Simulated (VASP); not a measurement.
Input of a VASP 6.6.1 run:

The input INCAR:

```
PREC     = Accurate       # precision mode
ENCUT    = 600            # plane-wave cutoff, eV
EDIFF    = 1E-6           # SCF threshold, eV
ISMEAR   = 0              # smearing method
SIGMA    = 0.15           # smearing width, eV
LREAL    = False          # projectors in reciprocal space
LASPH    = True           # aspherical terms in the spheres
NELM     = 120            # most SCF steps
ALGO     = Normal         # electronic algorithm
ISIF     = 2              # what is computed and relaxed
LWAVE    = False          # write WAVECAR
LCHARG   = False          # write CHGCAR
GGA      = PE             # functional
NBANDS   = 26             # bands
GGA_COMPAT= False
```

KPOINTS

```
Automatic mesh
0
Gamma
  3 3 3
```

The input POSCAR:

```
Be2CdO3
1.0
    4.9349133001     -0.0000000033      0.0000000000
   -2.4674566472      4.2737602850      0.0000000000
    0.0000000000      0.0000000000      2.4968818085
Be Cd O
2 1 3
Direct
    0.3333333333      0.6666666667      0.5000000000
    0.6666666667      0.3333333333      0.5000000000
    0.0000000000      0.0000000000      0.5000000000
    0.5000000000      0.0000000000      0.0000000000
    0.0000000000      0.5000000000      0.0000000000
    0.5000000000      0.5000000000      0.0000000000
```

Potentials or basis: VASP PAW PBE potentials, release 64 (Be, Cd, O).

Run with:

```console
$ cat potpaw_PBE.64/Be/POTCAR potpaw_PBE.64/Cd/POTCAR potpaw_PBE.64/O/POTCAR > POTCAR
$ mpirun -np 1 vasp_std > vasp.out
```

Task: Estimate the pressure.

Result: 0.8 GPa.

Task: What does it give for the band gap on the k mesh?

Result: Zero (bands 17 and 18 overlap by 0.02 eV).

Caveat: the k points lie up to 0.84 Å⁻¹ apart; semilocal functionals underestimate gaps, so a narrow gap can read as zero.
